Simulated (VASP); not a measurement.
# BN (P6_3mc) in VASP: a series of runs, part 2 of 2

VASP 6.6.1. The steps go on from the part before.

### Step 4. Single point, PBE

This run uses another cell than the first one, of 6.09 Å³/atom, 1.063 times its volume.

Input file INCAR:

```
SYSTEM = BN
  ALGO = Normal
  EDIFF = 1E-6
  ENCUT = 520
  GGA = PE
  ISIF = 2
  ISMEAR = -1
  LASPH = .True.
  LCHARG = .False.
  LREAL = .False.
  LWAVE = .False.
  NBANDS = 16
  NELM = 60
  PREC = Accurate
  SIGMA = 0.05
```

Input file KPOINTS:

```
k-points
0
Gamma
  12 12 6
  0 0 0
```

Input file POSCAR:

```
BN
1.0
    2.5708536019      0.0000000000      0.0000000000
   -1.2854268010      2.2264245287      0.0000000000
    0.0000000000      0.0000000000      4.2548482330
N B
2 2
Direct
    0.3333333333      0.6666666667      0.1252760000
    0.6666666667      0.3333333333      0.6252760000
    0.3333333333      0.6666666667      0.4997240000
    0.6666666667      0.3333333333      0.9997240000
```

Potentials or basis: VASP PAW PBE potentials, release 64 (N, B).

Command:

```bash
> cat potpaw_PBE.64/N/POTCAR potpaw_PBE.64/B/POTCAR > POTCAR
> mpirun -np 1 vasp_std > vasp.out
```

OUTCAR:

```text
SYSTEM = BN
   EDIFF = 1E-6
   ENCUT = 520
   GGA = PE
   ISIF = 2
   ISMEAR = -1
   LASPH = .True.
   LREAL = .False.
   NELM = 60
   PREC = Accurate

 ion  position               nearest neighbor table
   1  0.333  0.667  0.125-   4 1.58   4 1.58   4 1.58   3 1.59
   2  0.667  0.333  0.625-   3 1.58   3 1.58   3 1.58   4 1.59
   3  0.333  0.667  0.500-   2 1.58   2 1.58   2 1.58   1 1.59
   4  0.667  0.333  1.000-   1 1.58   1 1.58   1 1.58   2 1.59

  LATTYP: Found a hexagonal cell.
 ALAT       =     2.5708536019
 C/A-ratio  =     1.6550332659

  Lattice vectors:

 A1 = (   2.5708536019,   0.0000000000,   0.0000000000)
 A2 = (  -1.2854268010,   2.2264245287,   0.0000000000)
 A3 = (   0.0000000000,   0.0000000000,   4.2548482330)

Analysis of symmetry for initial positions (statically):
=====================================================================
 Subroutine PRICEL returns:
 Original cell was already a primitive cell.

 Routine SETGRP: Setting up the symmetry group for a
 hexagonal supercell.

 Subroutine GETGRP returns: Found 12 space group operations
 (whereof  6 operations were pure point group operations)
 out of a pool of 24 trial point group operations.

The static configuration has the point symmetry C_3v.
 The point group associated with its full space group is C_6v.

Analysis of symmetry for dynamics (positions and initial velocities):
=====================================================================
 Subroutine PRICEL returns:
 Original cell was already a primitive cell.

 Routine SETGRP: Setting up the symmetry group for a
 hexagonal supercell.

 Subroutine GETGRP returns: Found 12 space group operations
 (whereof  6 operations were pure point group operations)
 out of a pool of 24 trial point group operations.

The dynamic configuration has the point symmetry C_3v.
 The point group associated with its full space group is C_6v.

 Subroutine INISYM returns: Found 12 space group operations
 (whereof  6 operations are pure point group operations),
 and found     1 'primitive' translations

----------------------------------------------------------------------------------------

                                     Primitive cell

  volume of cell :      24.3539

  direct lattice vectors                    reciprocal lattice vectors
     2.570853602  0.000000000  0.000000000     0.388975864  0.224575320  0.000000000
    -1.285426801  2.226424529  0.000000000     0.000000000  0.449150639  0.000000000
     0.000000000  0.000000000  4.254848233     0.000000000  0.000000000  0.235026009

  length of vectors
     2.570853602  2.570853602  4.254848233     0.449150639  0.449150639  0.235026009

  position of ions in fractional coordinates (direct lattice)
     0.333333333  0.666666667  0.125276000
     0.666666667  0.333333333  0.625276000
     0.333333333  0.666666667  0.499724000
     0.666666667  0.333333333  0.999724000

  ion indices of the primitive-cell ions
   primitive index   ion index
                 1           1
                 2           2
                 3           3
                 4           4

----------------------------------------------------------------------------------------

 KPOINTS: k-points

Automatic generation of k-mesh.
 Grid dimensions read from file:
[... 23 lines left out ...]
  0.083333  0.000000  0.000000      6.000000
  0.166667  0.000000  0.000000      6.000000
  0.250000  0.000000  0.000000      6.000000
  0.333333  0.000000  0.000000      6.000000
  0.416667 -0.000000  0.000000      6.000000
[... 16 lines left out ...]
  0.250000  0.000000  0.166667     12.000000
  0.333333  0.000000  0.166667     12.000000
 [... further k-points ...]
   k-points           NKPTS =     76   k-points in BZ     NKDIM =     76   number of bands    NBANDS=     16
   number of dos      NEDOS =    301   number of ions     NIONS =      4
   total plane-waves  NPLWV =  12800
   dimension x,y,z NGX =    20 NGY =   20 NGZ =   32
   dimension x,y,z NGXF=    40 NGYF=   40 NGZF=   64
   ions per type =               2   2
   NGX,Y,Z   is equivalent  to a cutoff of  12.93, 12.93, 12.50 a.u.
   NGXF,Y,Z  is equivalent  to a cutoff of  25.87, 25.87, 25.01 a.u.
 SYSTEM =  BN
   PREC   = accura    normal or accurate (medium, high low for compatibility)
   ISTART =      0    job   : 0-new  1-cont  2-samecut
   ICHARG =      2    charge: 1-file 2-atom 10-const
   ISPIN  =      1    spin polarized calculation?
   LNONCOLLINEAR =      F non collinear calculations
   LSORBIT =      F    spin-orbit coupling
   LASPH  =      T    aspherical Exc in radial PAW
   ENCUT  =  520.0 eV  38.22 Ry    6.18 a.u.   4.78  4.78  7.91*2*pi/ulx,y,z
   NELM   =     60;   NELMIN=  2; NELMDL= -5     # of ELM steps
   EDIFF  = 0.1E-05   stopping-criterion for ELM
   LREAL  =      F    real-space projection
   EDIFFG = 0.1E-04   stopping-criterion for IOM
   NSW    =      0    number of steps for IOM
   IBRION =     -1    ionic relax: 0-MD 1-quasi-New 2-CG
   NFREE  =      0    steps in history (QN), initial steepest desc. (CG)
   ISIF   =      2    stress and relaxation
   ISYM   =      2    0-nonsym 1-usesym 2-fastsym
   POTIM  = 0.5000    time-step for ionic-motion
   TEBEG  =    0.0;   TEEND  =   0.0 temperature during run
   PSTRESS=    0.0 pullay stress
   NELECT =      16.0000    total number of electrons
   NUPDOWN=      -1.0000    fix difference up-down
   EMIN   =  10.00;   EMAX   =-10.00  energy-range for DOS
   EFERMI =   0.00;   METHOD = LEGACY
   ISMEAR =    -1;   SIGMA  =   0.05  broadening in eV -4-tet -1-fermi 0-gaus
   EFERMI_NEDOS =   21; number of points for ismear=-14 and -15
   IALGO  =     38    algorithm
   IMIX   =      4    mixing-type and parameters
     AMIX     =   0.40;   BMIX     =  1.00
     AMIX_MAG =   1.60;   BMIX_MAG =  1.00
  volume/ion in A,a.u.               =       6.09        41.09
  Fermi-wavevector in a.u.,A,eV,Ry     =   1.423175  2.689411 27.557615  2.025428
  Thomas-Fermi vector in A             =   2.543801
   LORBIT       =      0    0 simple, 1 ext, 2 COOP (PROOUT), +10 PAW based schemes
   GGA     = PE    functional components
   LHFCALC =     F    Hartree Fock is set to
   AEXX    =    0.0000 exact exchange contribution
   IVDW    =     0    specifies the selected vdW correction
   LEPSILON=     F    determine dielectric tensor
   LRPA    =     F    only Hartree local field effects (RPA)
 non-spin polarized calculation
  energy-cutoff  :      520.00
  volume of cell :       24.35
 maximum number of plane-waves:       668
 NGX is ok and might be reduce to    20
   NGX =  9   NGY =  9   NGZ = 15

 number of electron      16.0000000 magnetization

 Free energy of the ion-electron system (eV)
  ---------------------------------------------------
  ext. energy  EPLUGINS =         0.00000000
  ---------------------------------------------------
  free energy    TOTEN  =       -34.82324380 eV

  energy without entropy =      -34.82324380  energy(sigma->0) =      -34.82324380

 E-fermi :   8.1664     XC(G=0): -12.6639

 val. band max:        7.1878337022   @ k =   0.0000   0.0000   0.0000
 cond. band min:      12.4133127372   @ k =   0.3333   0.3333   0.0000
 fundamental gap:      5.2254790350
 Fermi energy:         8.1664150491

 k-point     1 :       0.0000    0.0000    0.0000
  band No.  band energies     occupation
      1     -12.8750      2.00000
      2      -8.8668      2.00000
      3      -3.4523      2.00000
      4       5.1309      2.00000
      5       5.1309      2.00000
      6       6.9195      2.00000
[... 433 lines left out ...]
      3      -1.4151      2.00000
      4       0.0016      2.00000
      5       1.3294      2.00000
      6       3.0259      2.00000
[... 8 lines left out ...]
     15      22.8280      0.00000
     16      23.0373      0.00000

 [... further k-points ...]

------------------------ aborting loop because EDIFF is reached ----------------------------------------

  FORCE on cell =-STRESS in cart. coord.  units (eV):
  Direction    XX          YY          ZZ          XY          YZ          ZX
  --------------------------------------------------------------------------------------
  -------------------------------------------------------------------------------------
  Total       -1.0155526     -1.0155526     -1.1427110      0.0000000     -0.0000000      0.0000000
  in kB      -66.8103294    -66.8103294    -75.1757183      0.0000000     -0.0000000      0.0000000
  external PRESSURE =     -69.5987924 kB  Pullay stress =       0.0000000 kB

 VOLUME and BASIS-vectors are now :
 -----------------------------------------------------------------------------
  energy-cutoff  :      520.00
  volume of cell :       24.35
      direct lattice vectors                 reciprocal lattice vectors
     2.570853602  0.000000000  0.000000000     0.388975864  0.224575320  0.000000000
    -1.285426801  2.226424529  0.000000000     0.000000000  0.449150639  0.000000000
     0.000000000  0.000000000  4.254848233     0.000000000  0.000000000  0.235026009

 POSITION                                       TOTAL-FORCE (eV/Angst)
 -----------------------------------------------------------------------------------
     -0.00000      1.48428      0.53303         0.000000      0.000000     -0.029004
      1.28543      0.74214      2.66045        -0.000000     -0.000000     -0.029004
     -0.00000      1.48428      2.12625        -0.000000      0.000000      0.029004
      1.28543      0.74214      4.25367         0.000000      0.000000      0.029004
 -----------------------------------------------------------------------------------
    total drift:                               -0.000000      0.000000      0.000190

  FREE ENERGIE OF THE ION-ELECTRON SYSTEM (eV)
  ---------------------------------------------------
  free  energy   TOTEN  =       -34.8232437952 eV

  energy  without entropy=      -34.8232437952  energy(sigma->0) =      -34.82324380
```

OSZICAR:

```text
N       E                     dE             d eps       ncg     rms          rms(c)
DAV:   1     0.381683957692E+02    0.38168E+02   -0.82779E+03  2432   0.968E+02
DAV:   2    -0.343500887680E+02   -0.72518E+02   -0.67939E+02  3488   0.226E+02
DAV:   3    -0.366696033589E+02   -0.23195E+01   -0.23142E+01  2856   0.371E+01
DAV:   4    -0.366753203858E+02   -0.57170E-02   -0.57168E-02  2856   0.212E+00
DAV:   5    -0.366753359043E+02   -0.15518E-04   -0.15518E-04  2784   0.103E-01    0.926E+00
DAV:   6    -0.349680365367E+02    0.17073E+01   -0.22066E+00  3056   0.135E+01    0.436E+00
DAV:   7    -0.348498655187E+02    0.11817E+00   -0.29927E-01  3048   0.441E+00    0.270E+00
DAV:   8    -0.348242148356E+02    0.25651E-01   -0.52277E-02  2824   0.183E+00    0.256E-01
DAV:   9    -0.348229536635E+02    0.12612E-02   -0.18726E-03  2816   0.516E-01    0.128E-01
DAV:  10    -0.348232351211E+02   -0.28146E-03   -0.50926E-04  2888   0.174E-01    0.254E-02
DAV:  11    -0.348232426339E+02   -0.75129E-05   -0.31687E-05  3032   0.549E-02    0.146E-02
DAV:  12    -0.348232436972E+02   -0.10632E-05   -0.57648E-06  2904   0.237E-02    0.199E-03
DAV:  13    -0.348232437952E+02   -0.98049E-07   -0.16433E-07  1224   0.401E-03
   1 F= -.34823244E+02 E0= -.34823244E+02  d E =-.188250E-10
```

stdout:

```text
POSCAR found type information on POSCAR N B
 POSCAR found :  2 types and       4 ions
 scaLAPACK will be used
 LDA part: xc-table for (Slater+PW92), standard interpolation
 POSCAR, INCAR and KPOINTS ok, starting setup
 FFT: planning ... GRIDC
 FFT: planning ... GRID_SOFT
 FFT: planning ... GRID
 WAVECAR not read
 entering main loop
```

It took 15 s on 1 thread of AMD EPYC 9R14 (Zen 4), shared host; peak memory 0.11 GiB.

Results:

* Free energy: -34.8232 eV
* Pressure: -7.0 GPa
* Largest force: 0.029 eV/Å
* Band gap on the k mesh: 5.23 eV, indirect (least direct gap 8.14 eV)

Forces in eV/Å, atoms in the order of the input:
```
N    0.000  0.000 -0.029
N    0.000  0.000 -0.029
B    0.000  0.000  0.029
B    0.000  0.000  0.029
```

Levels at points of the mesh, in eV from the valence-band top:
```
           k point  band 4  band 5  band 6  band 7  band 8  band 9  band 10  band 11  band 12  band 13
(0.00, 0.00, 0.00)   -2.06   -2.06   -0.27    0.00    0.00    8.25     8.25     8.41     9.18    10.34
(0.50, 0.00, 0.00)   -7.63   -6.74   -4.83   -4.27   -2.05    6.61     7.87    10.44    11.18    12.58
(0.00, 0.00, 0.50)   -5.60   -1.14   -1.14   -1.14   -1.14    9.23     9.23     9.77     9.77     9.77
(0.50, 0.00, 0.50)   -9.77   -3.65   -3.65   -3.48   -3.48    6.48     6.48     9.83     9.83    13.97
```

A k mesh can miss the band edges. A hybrid or GW would open this gap; PBE tends to underestimate it.

### Step 5. Overview

```csv
cell,gap on the mesh (eV),pressure (GPa),largest force (eV/Å)
"a = 2.519, b = 2.519, c = 4.170 Å, angles 90.0, 90.0, 120.0°, 4 atoms",5.13,16.7,0.02
"a = 2.537, b = 2.537, c = 4.198 Å, angles 90.0, 90.0, 120.0°, 4 atoms",5.17,8.0,-
"a = 2.571, b = 2.571, c = 4.255 Å, angles 90.0, 90.0, 120.0°, 4 atoms",5.23,-7.0,0.03
```

Alike in all rows: task single point; level PBE; potentials or basis VASP PAW PBE potentials, release 64 (N, B); no spin polarisation; k mesh 12 × 12 × 6; cutoff (eV) 520; smearing fermi-dirac 0.05 eV.

Absolute energies hang on the potentials; compare differences alone.
